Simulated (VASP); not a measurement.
# SrBr3: single point with PBE

SrBr3:

```
Sr Br
1.0
     4.90521    0.00000    0.00000
     0.00000    4.90521    0.00000
     0.00000    0.00000    4.85480
Sr Br
1 3
Direct
  0.00000 0.00000 0.00000
  0.00000 0.50000 0.50000
  0.50000 0.00000 0.50000
  0.50000 0.50000 0.00000
```

```yaml
Program: VASP 6.6.1
Task: single point
Functional: PBE
Potentials_or_basis: VASP PAW PBE potentials, release 64 (Sr_sv, Br)
Cutoff: 520 eV
k_mesh: 4 × 4 × 4
Occupations: gaussian, width 0.1 eV
Spin: no spin polarisation
Dipole_correction: no
Further_INCAR_settings: ALGO = Normal; EDIFF = 1e-06; NBANDS = 24
```

| Property | Result |
| --- | --- |
| Pressure | 0.4 GPa |
| Band gap on the k mesh | zero (an odd number of electrons rules out a gap without spin polarisation) |

Stress tensor (GPa, compression positive):
```
0.43 0.00 0.00
0.00 0.43 0.00
0.00 0.00 0.31
```

Levels at points of the mesh, in eV from the Fermi level:
```tsv
k point	band 13	band 14	band 15	band 16	band 17	band 18
(0.00, 0.00, 0.00)	-1.29	0.07	0.07	0.07	3.05	3.42
(0.50, 0.00, 0.00)	-1.84	-1.52	-0.37	-0.32	4.78	4.82
(0.50, 0.50, 0.00)	-2.01	-1.53	-0.23	0.16	4.95	5.24
(0.00, 0.00, 0.50)	-1.86	-1.55	-0.38	-0.38	4.78	4.89
(0.50, 0.00, 0.50)	-2.02	-1.53	-0.17	0.20	4.99	5.25
(0.50, 0.50, 0.50)	-0.08	-0.08	0.20	0.25	3.70	4.75
```

Run time: 46 s on 1 thread of Oxide Virtual Turin-like Processor (shared host), peak memory 0.19 GiB.

Caveat: an odd number of electrons without spin polarisation forces a metal; a magnetic or distorted state may lie lower.
